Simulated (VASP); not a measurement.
Here is a VASP 6.6.1 calculation.

INCAR

```
ALGO = Normal
EDIFF = 1E-6
ENCUT = 520
GGA = PS
ISIF = 2
ISMEAR = 0
LASPH = True
LCHARG = False
LREAL = False
LWAVE = False
NBANDS = 27
NELM = 100
PREC = Accurate
SIGMA = 0.02
```

Contents of KPOINTS:

```
k-points
0
Gamma
  6 6 6
```

Contents of POSCAR:

```
S
1.0
    5.2308149457      3.0200124169      1.4903816348
   -5.2308149457      3.0200124169      1.4903816348
    0.0000000000     -6.0400248340      1.4903816346
S
6
Direct
    0.2536477813      0.1435758588      0.9039749125
    0.9039749125      0.2536477813      0.1435758588
    0.1435758588      0.9039749125      0.2536477813
    0.7463522187      0.8564241412      0.0960250875
    0.0960250875      0.7463522187      0.8564241412
    0.8564241412      0.0960250875      0.7463522187
```

Potentials or basis: VASP PAW PBE potentials, release 64 (S).

Launch:

```console
$ cat potpaw_PBE.64/S/POTCAR > POTCAR
$ mpirun -np 1 vasp_std > vasp.out
```

**Question.** Predict the pressure.

**Answer.** -0.5 GPa.

**Question.** What does it give for the largest force?

**Answer.** 0.090 eV/Å.

**Question.** Estimate the band gap on the k mesh.

**Answer.** 2.12 eV (least direct gap 2.22 eV).

Forces in eV/Å, atoms in the order of the input:
```
S   -0.026 -0.066 -0.056
S    0.070  0.011 -0.056
S   -0.044  0.055 -0.056
S    0.026  0.066  0.056
S   -0.070 -0.011  0.056
S    0.044 -0.055  0.056
```

Caveat: this functional lacks dispersion, which holds the molecules together, so the pressure and a relaxed volume are unreliable; the PAW data sets were made with another functional, which shifts forces and pressure a little. A k mesh can miss the band edges.
